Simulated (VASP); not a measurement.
# PbS (Fm-3m) in VASP: single point with r2SCAN

Aim: the single point of PbS with r2SCAN.

All numbers are computed with VASP 6.6.1; they aren't measurements. Logs are shortened: lines on timing, memory, paths and dates and some standing lists are left out, and cuts for length are marked.

## Step 1: The cell of the first run

Symmetry: Fm-3m, No. 225, cubic system. Conventional cell: a = 5.974 Å, b = 5.974 Å, c = 5.974 Å, α = 90.00°, β = 90.00°, γ = 90.00°. Within 3.9 Å of Pb (site symmetry m-3m) lie 6 S at 2.99 Å. S (site symmetry m-3m) has 6 Pb at 2.99 Å within 3.9 Å.

## Step 2: Single point, r2SCAN, non-collinear spin, zero start, spin-orbit coupling

POSCAR

```
PbS
1.0
    0.0000000000      2.9872326762      2.9872326762
    2.9872326762      0.0000000000      2.9872326762
    2.9872326762      2.9872326762      0.0000000000
Pb S
1 1
Direct
    0.0000000000      0.0000000000      0.0000000000
    0.5000000000      0.5000000000      0.5000000000
```

INCAR.step1

```
SYSTEM = PbS
ALGO     = Normal         ! electronic algorithm
EDIFF    = 1E-4           ! SCF threshold, eV
ENCUT    = 520            ! plane-wave cutoff, eV
GGA      = PE             ! functional
GGA_COMPAT= .False.      
ISMEAR   = -1             ! smearing method
LASPH    = .True.         ! aspherical terms in the spheres
LCHARG   = .False.        ! write CHGCAR
LREAL    = .False.        ! projectors in reciprocal space
LSORBIT  = .True.         ! spin-orbit coupling
LWAVE    = .True.         ! write WAVECAR
MAGMOM   = 0 0 0 0 0 0    ! initial moments
NBANDS   = 32             ! bands
NELM     = 150            ! most SCF steps
PREC     = Accurate       ! precision mode
SIGMA    = 0.02           ! smearing width, eV
```

INCAR.step2

```
SYSTEM = PbS
ALGO     = Normal         ! electronic algorithm
EDIFF    = 1E-7           ! SCF threshold, eV
ENCUT    = 520            ! plane-wave cutoff, eV
GGA_COMPAT= .False.      
ISIF     = 2              ! what is computed and relaxed
ISMEAR   = -1             ! smearing method
ISTART   = 1            
LASPH    = .True.         ! aspherical terms in the spheres
LCHARG   = .False.        ! write CHGCAR
LMIXTAU  = .True.       
LORBIT   = 11             ! projections on sites
LORBMOM  = .True.       
LREAL    = .False.        ! projectors in reciprocal space
LSORBIT  = .True.         ! spin-orbit coupling
LWAVE    = .False.        ! write WAVECAR
MAGMOM   = 0 0 0 0 0 0    ! initial moments
METAGGA  = R2SCAN         ! meta-GGA
NBANDS   = 32             ! bands
NELM     = 150            ! most SCF steps
PREC     = Accurate       ! precision mode
SIGMA    = 0.02           ! smearing width, eV
```

KPOINTS

```
k-points
0
Gamma
  8 8 8
  0 0 0
```

Potentials or basis: VASP PAW PBE potentials, release 64 (Pb_d, S).

On the command line:

```console
$ cat potpaw_PBE.64/Pb_d/POTCAR potpaw_PBE.64/S/POTCAR > POTCAR
$ cp INCAR.step1 INCAR
$ mpirun -np 1 vasp_ncl > vasp.out
$ cp INCAR.step2 INCAR
$ mpirun -np 1 vasp_ncl > vasp.out
```

OUTCAR:

```text
SYSTEM = PbS
   EDIFF = 1E-7
   ENCUT = 520
   ISIF = 2
   ISMEAR = -1
   ISTART = 1
   LASPH = .True.
   LORBIT = 11
   LREAL = .False.
   LSORBIT = .True.
   METAGGA = R2SCAN
   NELM = 150
   PREC = Accurate

 ion  position               nearest neighbor table
   1  0.000  0.000  0.000-   2 2.99   2 2.99   2 2.99   2 2.99   2 2.99   2 2.99
   2  0.500  0.500  0.500-   1 2.99   1 2.99   1 2.99   1 2.99   1 2.99   1 2.99

  LATTYP: Found a face centered cubic cell.
 ALAT       =     5.9744653524

  Lattice vectors:

 A1 = (   0.0000000000,   2.9872326762,   2.9872326762)
 A2 = (   2.9872326762,   0.0000000000,   2.9872326762)
 A3 = (   2.9872326762,   2.9872326762,   0.0000000000)

Analysis of symmetry for initial positions (statically):
=====================================================================
 Subroutine PRICEL returns:
 Original cell was already a primitive cell.

 Routine SETGRP: Setting up the symmetry group for a
 face centered cubic supercell.

 Subroutine GETGRP returns: Found 48 space group operations
 (whereof 48 operations were pure point group operations)
 out of a pool of 48 trial point group operations.

The static configuration has the point symmetry O_h .

Analysis of symmetry for dynamics (positions and initial velocities):
=====================================================================
 Subroutine PRICEL returns:
 Original cell was already a primitive cell.

 Routine SETGRP: Setting up the symmetry group for a
 face centered cubic supercell.

 Subroutine GETGRP returns: Found 48 space group operations
 (whereof 48 operations were pure point group operations)
 out of a pool of 48 trial point group operations.

The dynamic configuration has the point symmetry O_h .

Analysis of structural, dynamic, and magnetic symmetry:
=====================================================================
 Subroutine PRICEL returns:
 Original cell was already a primitive cell.

 Routine SETGRP: Setting up the symmetry group for a
 face centered cubic supercell.

 Subroutine GETGRP returns: Found 48 space group operations
 (whereof 48 operations were pure point group operations)
 out of a pool of 48 trial point group operations.

The overall configuration has the point symmetry O_h .

 Subroutine INISYM returns: Found 48 space group operations
 (whereof 48 operations are pure point group operations),
 and found     1 'primitive' translations

----------------------------------------------------------------------------------------

                                     Primitive cell

  volume of cell :      53.3135

  direct lattice vectors                    reciprocal lattice vectors
     0.000000000  2.987232676  2.987232676    -0.167378994  0.167378994  0.167378994
     2.987232676  0.000000000  2.987232676     0.167378994 -0.167378994  0.167378994
     2.987232676  2.987232676  0.000000000     0.167378994  0.167378994 -0.167378994

  length of vectors
     4.224584965  4.224584965  4.224584965     0.289908922  0.289908922  0.289908922

  position of ions in fractional coordinates (direct lattice)
     0.000000000  0.000000000  0.000000000
     0.500000000  0.500000000  0.500000000

  ion indices of the primitive-cell ions
   primitive index   ion index
                 1           1
                 2           2

----------------------------------------------------------------------------------------

 KPOINTS: k-points

Automatic generation of k-mesh.
 Grid dimensions read from file:
 generate k-points for:    8    8    8

 Generating k-lattice:

  Cartesian coordinates                     Fractional coordinates (reciprocal lattice)
    -0.020922374  0.020922374  0.020922374     0.125000000  0.000000000  0.000000000
     0.020922374 -0.020922374  0.020922374     0.000000000  0.125000000  0.000000000
     0.020922374  0.020922374 -0.020922374     0.000000000  0.000000000  0.125000000

  Length of vectors
     0.036238615  0.036238615  0.036238615

  Shift w.r.t. Gamma in fractional coordinates (k-lattice)
     0.000000000  0.000000000  0.000000000

 Subroutine IBZKPT returns following result:
 ===========================================

 Found     29 irreducible k-points:

 Following reciprocal coordinates:
            Coordinates               Weight
  0.000000  0.000000  0.000000      1.000000
[... 68 lines left out ...]
   LHFCALC =     F    Hartree Fock is set to
   AEXX    =    0.0000 exact exchange contribution
   IVDW    =     0    specifies the selected vdW correction
   LEPSILON=     F    determine dielectric tensor
   LRPA    =     F    only Hartree local field effects (RPA)
  energy-cutoff  :      520.00
  volume of cell :       53.31
 maximum number of plane-waves:      2918
   NGX = 15   NGY = 15   NGZ = 15

 number of electron      20.0000001 magnetization      -0.0000000     -0.0000000     -0.0000000

 number of electron      20.0000001 magnetization       0.0000000      0.0000000      0.0000000

 number of electron      20.0000001 magnetization      -0.0000000      0.0000000      0.0000000

 number of electron      20.0000001 magnetization      -0.0000000     -0.0000000      0.0000000

 Free energy of the ion-electron system (eV)
  ---------------------------------------------------
  ext. energy  EPLUGINS =         0.00000000
  ---------------------------------------------------
  free energy    TOTEN  =       -65.96747437 eV

  energy without entropy =      -65.96747277  energy(sigma->0) =      -65.96747357

 E-fermi :   5.5367     XC(G=0): -10.1474

 val. band max:        5.3729331832   @ k =   0.5000   0.0000   0.0000
 cond. band min:       5.7005126741   @ k =   0.5000   0.0000   0.0000
 fundamental gap:      0.3275794909
 Fermi energy:         5.5367230333

 k-point     1 :       0.0000    0.0000    0.0000
  band No.  band energies     occupation
      1     -13.4856      1.00000
      2     -13.4856      1.00000
      3     -13.4856      1.00000
      4     -13.4856      1.00000
      5     -10.9260      1.00000
      6     -10.9260      1.00000
[... 829 lines left out ...]
     31      16.8368      0.00000
     32      16.8368      0.00000

 [... further k-points ...]

------------------------ aborting loop because EDIFF is reached ----------------------------------------

  FORCE on cell =-STRESS in cart. coord.  units (eV):
  Direction    XX          YY          ZZ          XY          YZ          ZX
  --------------------------------------------------------------------------------------
  -------------------------------------------------------------------------------------
  Total       -0.0801233     -0.0801233     -0.0801233     -0.0000000      0.0000000      0.0000000
  in kB       -2.4078662     -2.4078662     -2.4078662     -0.0000000      0.0000000      0.0000000
  external PRESSURE =      -2.4078662 kB  Pullay stress =       0.0000000 kB

 VOLUME and BASIS-vectors are now :
 -----------------------------------------------------------------------------
  energy-cutoff  :      520.00
  volume of cell :       53.31
      direct lattice vectors                 reciprocal lattice vectors
     0.000000000  2.987232676  2.987232676    -0.167378994  0.167378994  0.167378994
     2.987232676  0.000000000  2.987232676     0.167378994 -0.167378994  0.167378994
     2.987232676  2.987232676  0.000000000     0.167378994  0.167378994 -0.167378994

 POSITION                                       TOTAL-FORCE (eV/Angst)
 -----------------------------------------------------------------------------------
      0.00000      0.00000      0.00000         0.000000      0.000000      0.000000
      2.98723      2.98723      2.98723         0.000000      0.000000     -0.000000
 -----------------------------------------------------------------------------------
    total drift:                                0.000000     -0.000000     -0.000000

  FREE ENERGIE OF THE ION-ELECTRON SYSTEM (eV)
  ---------------------------------------------------
  free  energy   TOTEN  =       -65.9674743684 eV

  energy  without entropy=      -65.9674727747  energy(sigma->0) =      -65.96747357

 orbital moment (x)

 # of ion     p       d       tot
 ----------------------------------------
  1         0.000  -0.000  -0.000
  2         0.000   0.000   0.000
 ----------------------------------------
            0.000  -0.000  -0.000

 orbital moment (y)

 # of ion     p       d       tot
 ----------------------------------------
  1        -0.000   0.000   0.000
  2         0.000   0.000   0.000
 ----------------------------------------
           -0.000   0.000   0.000

 orbital moment (z)

 # of ion     p       d       tot
 ----------------------------------------
  1         0.000   0.000   0.000
  2         0.000   0.000   0.000
 ----------------------------------------
            0.000   0.000   0.000

 Spin-Orbit-Coupling matrix elements

 Ion:    1  E_soc:     -0.7374492
 l=   1
     0.0000000    -0.0583831    -0.0583831
    -0.0583831     0.0000000    -0.0583831
    -0.0583831    -0.0583831     0.0000000
 l=   2
     0.0000000    -0.0130111     0.0000000    -0.0130111    -0.0515141
    -0.0130111     0.0000000    -0.0386356    -0.0130111    -0.0128785
     0.0000000    -0.0386356     0.0000000    -0.0386356     0.0000000
    -0.0130111    -0.0130111    -0.0386356     0.0000000    -0.0128785
    -0.0515141    -0.0128785     0.0000000    -0.0128785     0.0000000
 l=   3
     0.0000000     0.0000000     0.0000000     0.0000000     0.0000000     0.0000000     0.0000000
     0.0000000     0.0000000     0.0000000     0.0000000     0.0000000     0.0000000     0.0000000
     0.0000000     0.0000000     0.0000000     0.0000000     0.0000000     0.0000000     0.0000000
     0.0000000     0.0000000     0.0000000     0.0000000     0.0000000     0.0000000     0.0000000
     0.0000000     0.0000000     0.0000000     0.0000000     0.0000000     0.0000000     0.0000000
     0.0000000     0.0000000     0.0000000     0.0000000     0.0000000     0.0000000     0.0000000
     0.0000000     0.0000000     0.0000000     0.0000000     0.0000000     0.0000000     0.0000000

 Ion:    2  E_soc:     -0.0037262
 l=   1
     0.0000000    -0.0006210    -0.0006210
    -0.0006210     0.0000000    -0.0006210
    -0.0006210    -0.0006210     0.0000000
 l=   2
     0.0000000     0.0000000     0.0000000     0.0000000     0.0000000
     0.0000000     0.0000000     0.0000000     0.0000000     0.0000000
     0.0000000     0.0000000     0.0000000     0.0000000     0.0000000
     0.0000000     0.0000000     0.0000000     0.0000000     0.0000000
     0.0000000     0.0000000     0.0000000     0.0000000     0.0000000
 l=   3
     0.0000000     0.0000000     0.0000000     0.0000000     0.0000000     0.0000000     0.0000000
     0.0000000     0.0000000     0.0000000     0.0000000     0.0000000     0.0000000     0.0000000
     0.0000000     0.0000000     0.0000000     0.0000000     0.0000000     0.0000000     0.0000000
     0.0000000     0.0000000     0.0000000     0.0000000     0.0000000     0.0000000     0.0000000
     0.0000000     0.0000000     0.0000000     0.0000000     0.0000000     0.0000000     0.0000000
     0.0000000     0.0000000     0.0000000     0.0000000     0.0000000     0.0000000     0.0000000
     0.0000000     0.0000000     0.0000000     0.0000000     0.0000000     0.0000000     0.0000000

 total charge

# of ion       s       p       d       tot
------------------------------------------
    1        1.481   0.494   9.840  11.815
    2        1.339   2.355   0.000   3.693
--------------------------------------------------
tot          2.819   2.849   9.840  15.508

 magnetization (x)

# of ion       s       p       d       tot
------------------------------------------
    1        0.000  -0.000   0.000  -0.000
    2        0.000   0.000   0.000   0.000
--------------------------------------------------
tot          0.000  -0.000   0.000   0.000

 magnetization (y)

# of ion       s       p       d       tot
------------------------------------------
    1        0.000  -0.000  -0.000  -0.000
    2        0.000   0.000   0.000   0.000
--------------------------------------------------
tot          0.000  -0.000  -0.000  -0.000

 magnetization (z)

# of ion       s       p       d       tot
------------------------------------------
    1        0.000  -0.000  -0.000  -0.000
    2        0.000   0.000   0.000   0.000
--------------------------------------------------
tot          0.000  -0.000  -0.000   0.000
```

Wall time 8 min (1 thread of Intel Xeon 6975P-C (Granite Rapids), shared host); peak memory 0.4 GiB.

Results:

| Item | Value |
| --- | --- |
| Free energy | -65.9675 eV |
| Pressure | -0.2 GPa |
| Net moment | 0.00 μB per cell |
| Valence electrons inside the program's atomic spheres | Pb 11.81; S 3.69 |

Moments on the atoms (μB; x, y, z):
```
Pb  0.00 0.00 0.00
S   0.00 0.00 0.00
```

Caveat: the PAW data sets were made with another functional, which shifts forces and pressure a little.
